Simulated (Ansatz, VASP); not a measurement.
## HgTe: VASP beside Ansatz

```xyz
2
Lattice="0.0000 3.2235 3.2235 3.2235 0.0000 3.2235 3.2235 3.2235 0.0000" Properties=species:S:1:pos:R:3 pbc="T T T"
Hg   -0.0577   -0.0577   -0.0577
Te    4.8353    4.8353    4.8353
```

Change from the starting cell: all Hg atoms moved +0.100 Å, as atom 1 towards its neighbour atom 2 (Te) at 2.792 Å.

Alike in both runs: task single point; functional PBE; k mesh 14 × 14 × 14; occupations gaussian, width 0.15 eV; no spin polarisation.

|  | VASP | Ansatz |
| --- | --- | --- |
| version | VASP 6.6.1 | Ansatz 0.2.0 |
| potentials or method | VASP PAW PBE potentials, release 64 (Hg, Te), cutoff 520 eV | scalar-relativistic, plane waves, PAW |
| valence electrons in the cell | 18 | 36 |

Ansatz gave:

```
gap on the k mesh at the Fermi level (eV)                     : none
pressure (GPa)                                                : 4.3
traceless stress, the component that is largest in VASP (GPa) : 1.10
rms of the force components (eV/Å)                            : 0.300
```

Problem. Estimate VASP's values.

Solution. gap on the k mesh at the Fermi level (eV): none; pressure (GPa): 4.4; traceless stress, the component that is largest in VASP (GPa): 1.12; rms of the force components (eV/Å): 0.306.

Atom by atom the forces differ by 0.007 eV/Å (rms over components). A gap of «none» marks a metal or a gap that the smearing closes. The functional is the same, so the differences come from potentials, cutoffs and numerics. VASP's potentials hold 18 valence electrons a cell and Ansatz's 36, so a difference there can come from the potentials and not from the codes.

Neither program's run includes spin-orbit coupling.
